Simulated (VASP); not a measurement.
# BaTiO3 (P4mm) in VASP: single point with LDA

Aim: the single point of BaTiO3 with LDA.

All numbers are computed with VASP 6.6.1; they aren't measurements. Logs are shortened: lines on timing, memory, paths and dates and some standing lists are left out, and cuts for length are marked.

### Step 1. The cell of the first run

Symmetry: P4mm, No. 99, tetragonal system. Conventional cell: a = 3.909 Å, b = 3.909 Å, c = 3.930 Å, α = 90.00°, β = 90.00°, γ = 90.00°. Within 3.6 Å of Ba (site symmetry 4mm) lie 12 O at 2.74 to 2.80 Å and 8 Ti at 3.37 to 3.41 Å. Ti (site symmetry 4mm) has 6 O at 1.88 to 2.05 Å within 2.5 Å. Within 2.5 Å of O (site symmetry 4mm) lie 2 Ti at 1.88 to 2.05 Å. Within 2.6 Å of O (site symmetry 2mm) lie 2 Ti at 1.96 Å.

### Step 2. Single point, LDA (12.01 Å³/atom)

The input, INCAR:

```
PREC = Accurate
ENCUT = 910
EDIFF = 1E-6
ISMEAR = 0
SIGMA = 0.05
LREAL = F
LASPH = T
NELM = 120
ALGO = Normal
ISIF = 2
LWAVE = F
LCHARG = F
NBANDS = 28
GGA_COMPAT = F
```

The input, KPOINTS:

```
Automatic mesh
0
Gamma
  6 6 6
```

The input, POSCAR:

```
BaTiO3
1.0
    3.9088139448      0.0000000000      0.0000000000
    0.0000000000      3.9088139448      0.0000000000
    0.0000000000      0.0000000000      3.9299440633
Ba Ti O
1 1 3
Direct
    0.0000000000      0.0000000000      0.0038582597
    0.5000000000      0.5000000000      0.4947713255
    0.5000000000      0.5000000000      0.0171151602
    0.5000000000      0.0000000000      0.5136276273
    0.0000000000      0.5000000000      0.5136276273
```

Potentials or basis: VASP PAW LDA potentials, release 64 (Ba_sv, Ti_sv, O_h).

Command:

```bash
> cat potpaw_LDA.64/Ba_sv/POTCAR potpaw_LDA.64/Ti_sv/POTCAR potpaw_LDA.64/O_h/POTCAR > POTCAR
> mpirun -np 1 vasp_std > vasp.out
```

OUTCAR:

```text
PREC = Accurate
   ENCUT = 910
   EDIFF = 1E-6
   ISMEAR = 0
   LREAL = F
   LASPH = T
   NELM = 120
   ISIF = 2

 ion  position               nearest neighbor table
   1  0.000  0.000  0.004-   4 2.74   5 2.74   5 2.74   4 2.74   3 2.76   3 2.76   3 2.76   3 2.76
                             4 2.80   5 2.80   5 2.80   4 2.80   2 3.37   2 3.37   2 3.37   2 3.37
   2  0.500  0.500  0.495-   3 1.88   4 1.96   5 1.96   4 1.96   5 1.96   3 2.05   1 3.37   1 3.37
                             1 3.37   1 3.37   1 3.41   1 3.41   1 3.41   1 3.41
   3  0.500  0.500  0.017-   2 1.88   2 2.05   1 2.76   1 2.76   1 2.76   1 2.76
   4  0.500  0.000  0.514-   2 1.96   2 1.96   1 2.74   1 2.74   1 2.80   1 2.80
   5  0.000  0.500  0.514-   2 1.96   2 1.96   1 2.74   1 2.74   1 2.80   1 2.80

  LATTYP: Found a simple tetragonal cell.
 ALAT       =     3.9088139448
 C/A-ratio  =     1.0054057622

  Lattice vectors:

 A1 = (   3.9088139448,   0.0000000000,   0.0000000000)
 A2 = (   0.0000000000,   3.9088139448,   0.0000000000)
 A3 = (   0.0000000000,   0.0000000000,   3.9299440633)

Analysis of symmetry for initial positions (statically):
=====================================================================
 Subroutine PRICEL returns:
 Original cell was already a primitive cell.

 Routine SETGRP: Setting up the symmetry group for a
 simple tetragonal supercell.

 Subroutine GETGRP returns: Found  8 space group operations
 (whereof  8 operations were pure point group operations)
 out of a pool of 16 trial point group operations.

The static configuration has the point symmetry C_4v.

Analysis of symmetry for dynamics (positions and initial velocities):
=====================================================================
 Subroutine PRICEL returns:
 Original cell was already a primitive cell.

 Routine SETGRP: Setting up the symmetry group for a
 simple tetragonal supercell.

 Subroutine GETGRP returns: Found  8 space group operations
 (whereof  8 operations were pure point group operations)
 out of a pool of 16 trial point group operations.

The dynamic configuration has the point symmetry C_4v.

 Subroutine INISYM returns: Found  8 space group operations
 (whereof  8 operations are pure point group operations),
 and found     1 'primitive' translations

----------------------------------------------------------------------------------------

                                     Primitive cell

  volume of cell :      60.0449

  direct lattice vectors                    reciprocal lattice vectors
     3.908813945  0.000000000  0.000000000     0.255832080  0.000000000  0.000000000
     0.000000000  3.908813945  0.000000000     0.000000000  0.255832080  0.000000000
     0.000000000  0.000000000  3.929944063     0.000000000  0.000000000  0.254456548

  length of vectors
     3.908813945  3.908813945  3.929944063     0.255832080  0.255832080  0.254456548

  position of ions in fractional coordinates (direct lattice)
     0.000000000  0.000000000  0.003858260
     0.500000000  0.500000000  0.494771325
     0.500000000  0.500000000  0.017115160
     0.500000000  0.000000000  0.513627627
     0.000000000  0.500000000  0.513627627

  ion indices of the primitive-cell ions
   primitive index   ion index
                 1           1
                 2           2
                 3           3
                 4           4
                 5           5

----------------------------------------------------------------------------------------

 KPOINTS: Automatic mesh

Automatic generation of k-mesh.
 Grid dimensions read from file:
 generate k-points for:    6    6    6

 Generating k-lattice:

  Cartesian coordinates                     Fractional coordinates (reciprocal lattice)
     0.042638680  0.000000000  0.000000000     0.166666667  0.000000000  0.000000000
     0.000000000  0.042638680  0.000000000     0.000000000  0.166666667  0.000000000
     0.000000000  0.000000000  0.042409425     0.000000000  0.000000000  0.166666667

  Length of vectors
     0.042638680  0.042638680  0.042409425

  Shift w.r.t. Gamma in fractional coordinates (k-lattice)
     0.000000000  0.000000000  0.000000000

 Subroutine IBZKPT returns following result:
 ===========================================

 Found     40 irreducible k-points:

 Following reciprocal coordinates:
            Coordinates               Weight
  0.000000  0.000000  0.000000      1.000000
  0.166667  0.000000  0.000000      4.000000
  0.333333  0.000000  0.000000      4.000000
  0.500000  0.000000  0.000000      2.000000
  0.166667  0.166667  0.000000      4.000000
  0.333333  0.166667  0.000000      8.000000
[... 16 lines left out ...]
  0.333333  0.000000  0.333333      8.000000
  0.500000  0.000000  0.333333      4.000000
 [... further k-points ...]
   k-points           NKPTS =     40   k-points in BZ     NKDIM =     40   number of bands    NBANDS=     28
   number of dos      NEDOS =    301   number of ions     NIONS =      5
   total plane-waves  NPLWV =  64000
   dimension x,y,z NGX =    40 NGY =   40 NGZ =   40
   dimension x,y,z NGXF=    80 NGYF=   80 NGZF=   80
   ions per type =               1   1   3
   NGX,Y,Z   is equivalent  to a cutoff of  17.01, 17.01, 16.92 a.u.
   NGXF,Y,Z  is equivalent  to a cutoff of  34.02, 34.02, 33.84 a.u.
 SYSTEM =  unknown system
   PREC   = accura    normal or accurate (medium, high low for compatibility)
   ISTART =      0    job   : 0-new  1-cont  2-samecut
   ICHARG =      2    charge: 1-file 2-atom 10-const
   ISPIN  =      1    spin polarized calculation?
   LNONCOLLINEAR =      F non collinear calculations
   LSORBIT =      F    spin-orbit coupling
   LASPH  =      T    aspherical Exc in radial PAW
   ENCUT  =  910.0 eV  66.88 Ry    8.18 a.u.   9.61  9.61  9.67*2*pi/ulx,y,z
   NELM   =    120;   NELMIN=  2; NELMDL= -5     # of ELM steps
   EDIFF  = 0.1E-05   stopping-criterion for ELM
   LREAL  =      F    real-space projection
   EDIFFG = 0.1E-04   stopping-criterion for IOM
   NSW    =      0    number of steps for IOM
   IBRION =     -1    ionic relax: 0-MD 1-quasi-New 2-CG
   NFREE  =      0    steps in history (QN), initial steepest desc. (CG)
   ISIF   =      2    stress and relaxation
   ISYM   =      2    0-nonsym 1-usesym 2-fastsym
   POTIM  = 0.5000    time-step for ionic-motion
   TEBEG  =    0.0;   TEEND  =   0.0 temperature during run
   PSTRESS=    0.0 pullay stress
   NELECT =      40.0000    total number of electrons
   NUPDOWN=      -1.0000    fix difference up-down
   EMIN   =  10.00;   EMAX   =-10.00  energy-range for DOS
   EFERMI =   0.00;   METHOD = LEGACY
   ISMEAR =     0;   SIGMA  =   0.05  broadening in eV -4-tet -1-fermi 0-gaus
   EFERMI_NEDOS =   21; number of points for ismear=-14 and -15
   IALGO  =     38    algorithm
   IMIX   =      4    mixing-type and parameters
     AMIX     =   0.40;   BMIX     =  1.00
     AMIX_MAG =   1.60;   BMIX_MAG =  1.00
  volume/ion in A,a.u.               =      12.01        81.04
  Fermi-wavevector in a.u.,A,eV,Ry     =   1.429781  2.701893 27.814013  2.044272
  Thomas-Fermi vector in A             =   2.549697
   LORBIT       =      0    0 simple, 1 ext, 2 COOP (PROOUT), +10 PAW based schemes
   GGA     = CA    functional components
   LHFCALC =     F    Hartree Fock is set to
   AEXX    =    0.0000 exact exchange contribution
   IVDW    =     0    specifies the selected vdW correction
   LEPSILON=     F    determine dielectric tensor
   LRPA    =     F    only Hartree local field effects (RPA)
 non-spin polarized calculation
 Gauss-broadening in eV      SIGMA  =   0.05
  energy-cutoff  :      910.00
  volume of cell :       60.04
 maximum number of plane-waves:      3783
 NGX is ok and might be reduce to    40
   NGX = 19   NGY = 19   NGZ = 19

 number of electron      40.0000005 magnetization

 Free energy of the ion-electron system (eV)
  ---------------------------------------------------
  ext. energy  EPLUGINS =         0.00000000
  ---------------------------------------------------
  free energy    TOTEN  =       -44.15206380 eV

  energy without entropy =      -44.15206380  energy(sigma->0) =      -44.15206380

 E-fermi :   4.8495     XC(G=0): -12.0793

 val. band max:        4.4661468276   @ k =   0.5000   0.5000   0.5000
 cond. band min:       6.2630657950   @ k =   0.0000   0.0000   0.0000
 fundamental gap:      1.7969189674
 Fermi energy:         4.8495430480

 k-point     1 :       0.0000    0.0000    0.0000
  band No.  band energies     occupation
      1     -51.1185      2.00000
      2     -27.7954      2.00000
      3     -27.7753      2.00000
      4     -27.7753      2.00000
      5     -20.0956      2.00000
      6     -12.2770      2.00000
[... 20 lines left out ...]
     27       9.4588      0.00000
     28      12.3874      0.00000

 k-point     2 :       0.1667    0.0000    0.0000
  band No.  band energies     occupation
      1     -51.1181      2.00000
      2     -27.7951      2.00000
      3     -27.7942      2.00000
      4     -27.7745      2.00000
      5     -20.0522      2.00000
      6     -12.3317      2.00000
[... 20 lines left out ...]
     27      10.0306      0.00000
     28      13.0648      0.00000

 k-point     3 :       0.3333    0.0000    0.0000
  band No.  band energies     occupation
      1     -51.1173      2.00000
      2     -27.8331      2.00000
      3     -27.7929      2.00000
      4     -27.7729      2.00000
      5     -19.9627      2.00000
      6     -12.5515      2.00000
[... 20 lines left out ...]
     27      11.4117      0.00000
     28      12.9750      0.00000

 k-point     4 :       0.5000    0.0000    0.0000
  band No.  band energies     occupation
      1     -51.1169      2.00000
      2     -27.8521      2.00000
      3     -27.7921      2.00000
      4     -27.7721      2.00000
      5     -19.9165      2.00000
      6     -12.6819      2.00000
[... 20 lines left out ...]
     27      12.3178      0.00000
     28      12.8605      0.00000

 k-point     5 :       0.1667    0.1667    0.0000
  band No.  band energies     occupation
      1     -51.1177      2.00000
      2     -27.7948      2.00000
      3     -27.7933      2.00000
      4     -27.7931      2.00000
      5     -20.0129      2.00000
      6     -12.3206      2.00000
[... 20 lines left out ...]
     27      10.5473      0.00000
     28      13.2018      0.00000

 k-point     6 :       0.3333    0.1667    0.0000
  band No.  band energies     occupation
      1     -51.1169      2.00000
      2     -27.8318      2.00000
      3     -27.7925      2.00000
      4     -27.7914      2.00000
      5     -19.9320      2.00000
      6     -12.4338      2.00000
[... 463 lines left out ...]
      5     -19.9673      2.00000
      6     -12.5466      2.00000
[... 20 lines left out ...]
     27      11.4081      0.00000
     28      12.9877      0.00000

 k-point    22 :       0.1667    0.0000    0.3333
  band No.  band energies     occupation
      1     -51.1170      2.00000
      2     -27.8487      2.00000
      3     -27.7919      2.00000
      4     -27.7723      2.00000
      5     -19.9365      2.00000
      6     -12.4274      2.00000
[... 20 lines left out ...]
     27      11.9503      0.00000
     28      13.4244      0.00000

 k-point    23 :       0.3333    0.0000    0.3333
  band No.  band energies     occupation
      1     -51.1162      2.00000
      2     -27.8460      2.00000
      3     -27.8293      2.00000
      4     -27.7707      2.00000
      5     -19.8734      2.00000
      6     -12.2318      2.00000
[... 20 lines left out ...]
     27      13.2697      0.00000
     28      13.4264      0.00000

 k-point    24 :       0.5000    0.0000    0.3333
  band No.  band energies     occupation
      1     -51.1158      2.00000
      2     -27.8478      2.00000
      3     -27.8447      2.00000
      4     -27.7700      2.00000
      5     -19.8412      2.00000
      6     -12.1852      2.00000
[... 20 lines left out ...]
     27      13.0122      0.00000
     28      14.3203      0.00000

 [... further k-points ...]

------------------------ aborting loop because EDIFF is reached ----------------------------------------

  FORCE on cell =-STRESS in cart. coord.  units (eV):
  Direction    XX          YY          ZZ          XY          YZ          ZX
  --------------------------------------------------------------------------------------
  -------------------------------------------------------------------------------------
  Total        2.1790474      2.1790474      2.1656743      0.0000000      0.0000000      0.0000000
  in kB       58.1434636     58.1434636     57.7866287      0.0000000      0.0000000      0.0000000
  external PRESSURE =      58.0245186 kB  Pullay stress =       0.0000000 kB

 VOLUME and BASIS-vectors are now :
 -----------------------------------------------------------------------------
  energy-cutoff  :      910.00
  volume of cell :       60.04
      direct lattice vectors                 reciprocal lattice vectors
     3.908813945  0.000000000  0.000000000     0.255832080  0.000000000  0.000000000
     0.000000000  3.908813945  0.000000000     0.000000000  0.255832080  0.000000000
     0.000000000  0.000000000  3.929944063     0.000000000  0.000000000  0.254456548

 POSITION                                       TOTAL-FORCE (eV/Angst)
 -----------------------------------------------------------------------------------
      0.00000      0.00000      0.01516         0.000000      0.000000      0.024676
      1.95441      1.95441      1.94442         0.000000     -0.000000      0.037094
      1.95441      1.95441      0.06726         0.000000     -0.000000     -0.041533
      1.95441      0.00000      2.01853         0.000000      0.000000     -0.010119
      0.00000      1.95441      2.01853         0.000000      0.000000     -0.010119
 -----------------------------------------------------------------------------------
    total drift:                                0.000000     -0.000000     -0.000745

  FREE ENERGIE OF THE ION-ELECTRON SYSTEM (eV)
  ---------------------------------------------------
  free  energy   TOTEN  =       -44.1520638026 eV

  energy  without entropy=      -44.1520638026  energy(sigma->0) =      -44.15206380
```

It took 73 s on 1 thread of AMD EPYC 9R45 (Zen 5), shared host; peak memory 0.27 GiB.

What came out:

- Free energy: -44.1521 eV
- Pressure: 5.8 GPa
- Largest force: 0.042 eV/Å
- Band gap on the k mesh: 1.80 eV (least direct gap 1.97 eV)

Forces on the atoms (eV/Å):
```
Ba   0.000  0.000  0.025
Ti   0.000  0.000  0.037
O    0.000  0.000 -0.042
O    0.000  0.000 -0.010
O    0.000  0.000 -0.010
```

Levels at points of the mesh, in eV from the valence-band top:
```csv
k point,band 16,band 17,band 18,band 19,band 20,band 21,band 22,band 23,band 24,band 25
"(0.00, 0.00, 0.00)",-1.31,-1.26,-0.17,-0.17,-0.17,1.80,1.93,1.93,4.45,4.47
"(0.50, 0.00, 0.00)",-2.14,-1.96,-1.87,-0.86,-0.79,2.11,3.81,3.83,4.49,6.59
"(0.50, 0.50, 0.00)",-3.04,-1.72,-0.87,-0.87,-0.10,3.85,3.85,4.27,5.30,8.15
"(0.00, 0.00, 0.50)",-2.07,-1.99,-1.99,-0.71,-0.71,1.99,3.82,3.82,4.48,6.66
"(0.50, 0.00, 0.50)",-3.00,-1.70,-0.85,-0.84,-0.16,3.83,3.83,4.24,5.41,8.14
"(0.50, 0.50, 0.50)",-2.38,-2.38,-0.06,-0.06,0.00,4.57,4.57,4.58,6.89,6.94
```

Caveat: the cutoff is under 1.25 times the usual one of these potentials, so pressure, stress and relaxed cells hold a basis-set (Pulay) error; the cell stands under pressure; spin-orbit coupling is left out, which moves the levels of the heavy elements. A hybrid or GW would open this gap; LDA tends to underestimate it.
